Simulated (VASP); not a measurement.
# TiC: single point with PBE

Crystal: TiC.

```
CELL_PARAMETERS angstrom
0.00000 2.16646 2.16646
2.16646 0.00000 2.16646
2.16646 2.16646 0.00000
ATOMIC_POSITIONS crystal
Ti 0.00000 0.00000 0.00000
C 0.58655 0.58655 0.41345
```

This cell differs from its parent crystal: all C atoms moved +0.375 Å, as atom 2 along Cartesian [0 0 1].

| Quantity | Value |
| --- | --- |
| Program | VASP 6.6.1 |
| Task | single point |
| Functional | PBE |
| Potentials or basis | VASP PAW PBE potentials, release 64 (Ti_sv, C) |
| Cutoff | 520 eV |
| k mesh | 24 × 24 × 24 |
| Occupations | gaussian, width 0.15 eV |
| Spin | no spin polarisation |
| Dipole correction | no |
| Further INCAR settings | ALGO = Normal; EDIFF = 1e-06; NBANDS = 15 |

```yaml
Pressure: 18.7 GPa
Largest_force: 4.982 eV/Å
Band_gap_on_the_k_mesh: zero (band 8 reaches 9.46 eV, above the bottom of band 9 at 8.58 eV)
```

Forces on the atoms (eV/Å):
```
Ti   0.000  0.000  4.982
C    0.000  0.000 -4.982
```

Stress tensor (GPa, compression positive):
```
 1.85  0.00  0.00
 0.00  1.85  0.00
 0.00  0.00 52.53
```

Levels at points of the mesh, in eV from the Fermi level:
```tsv
k point	band 5	band 6	band 7	band 8	band 9	band 10	band 11	band 12
(0.00, 0.00, 0.00)	-12.09	-0.87	-0.87	-0.82	0.93	1.96	4.01	4.01
(0.50, 0.00, 0.00)	-8.79	-5.57	-2.63	-2.49	2.86	3.19	4.39	6.45
(0.50, 0.50, 0.00)	-9.75	-2.71	-1.45	0.10	0.10	3.00	3.71	3.71
(0.00, 0.50, 0.50)	-9.73	-3.29	-3.14	-0.49	2.35	3.69	3.69	4.17
```

It took 2.9 min on 1 thread of AMD EPYC 9R45 96-Core Processor (Zen 5), on a shared host, peak memory 0.39 GiB.

Caveat: the cell differs from its parent crystal (all C atoms moved +0.375 Å, as atom 2 along Cartesian [0 0 1]); forces of over 1 eV/Å act on the atoms, so gaps and moduli don't describe the material at rest.
